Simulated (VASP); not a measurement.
InSb:

```
In Sb
1.0
     0.00000    3.24672    3.31132
     3.24672    0.00000    3.31132
     3.24672    3.24672    0.00000
In Sb
1 1
Direct
  0.00000 0.00000 0.00000
  0.25000 0.25000 0.25000
```

This cell differs from its parent crystal: epitaxial xy strain -1.0%.

Base run:

```yaml
Program: VASP 6.6.1
Functional: r2SCAN
Potentials_or_basis: VASP PAW PBE potentials, release 64 (In_d, Sb)
Cutoff: 520 eV
k_mesh: 6 × 6 × 6
Occupations: fermi-dirac, width 0.02 eV
Spin: no spin polarisation
```

Its results: band gap on the k mesh 0.04 eV; pressure 0.4 GPa.

Question: The run is repeated on the same cell with these changes: functional from r2SCAN to HSE06; k mesh from 6 × 6 × 6 to 4 × 4 × 4. What comes out?

Answer: Band gap on the k mesh 0.35 eV; pressure -0.2 GPa.

Several settings changed at once.

Caveats: the PAW data sets were made with another functional, which shifts forces and pressure a little; spin-orbit coupling is left out, which moves the levels of the heavy elements; semilocal functionals underestimate gaps, and a narrow one can read as zero (at least some runs).

